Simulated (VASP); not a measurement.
Write the native input for VASP 6.6.1 that does the following.

```
Task                   : single point
Functional             : PBE
Potentials or basis    : VASP PAW PBE potentials, release 64 (Zr_sv, H)
Cutoff                 : 520 eV
k mesh                 : 12 × 12 × 6
Occupations            : gaussian, width 0.1 eV
Spin                   : no spin polarisation
Dipole correction      : no
Further INCAR settings : ALGO = Fast; EDIFF = 1e-07; NBANDS = 27
```

The structure of Zr3H2 lies in POSCAR:

```
Zr3H2
1.0
    3.2305169638      0.0000000000      0.0000000000
   -1.6152584819      2.7977097580      0.0000000000
    0.0000000000      0.0000000000      7.9666013642
Zr H
3 2
Direct
    0.0000000000      0.0000000000      0.0000000000
    0.3333333333      0.6666666667      0.6611204874
    0.6666666667      0.3333333333      0.3388795126
    0.3333333333      0.6666666667      0.1623344650
    0.6666666667      0.3333333333      0.8376655350
```

One way to write it, as run:

INCAR

```
PREC = Accurate ; ENCUT = 520
EDIFF = 1E-7 ; ISMEAR = 0
SIGMA = 0.1 ; LREAL = False
LASPH = True ; NELM = 100
ALGO = Fast ; ISIF = 2
LWAVE = False ; LCHARG = False
GGA = PE ; NBANDS = 27
```

KPOINTS

```
regular mesh
0
Gamma
  12 12 6
```

Potentials or basis: VASP PAW PBE potentials, release 64 (Zr_sv, H).

Command:

```sh
$ cat potpaw_PBE.64/Zr_sv/POTCAR potpaw_PBE.64/H/POTCAR > POTCAR
$ mpirun -np 1 vasp_std > vasp.out
```

Results of the run:

- Pressure: 0.0 GPa
- Largest force: 0.004 eV/Å
- Band gap on the k mesh: zero (bands 19 and 20 overlap by 1.06 eV)

Wall time 9.2 min on 1 thread of Oxide Virtual Turin-like Processor, on a shared host, peak memory 0.25 GiB.
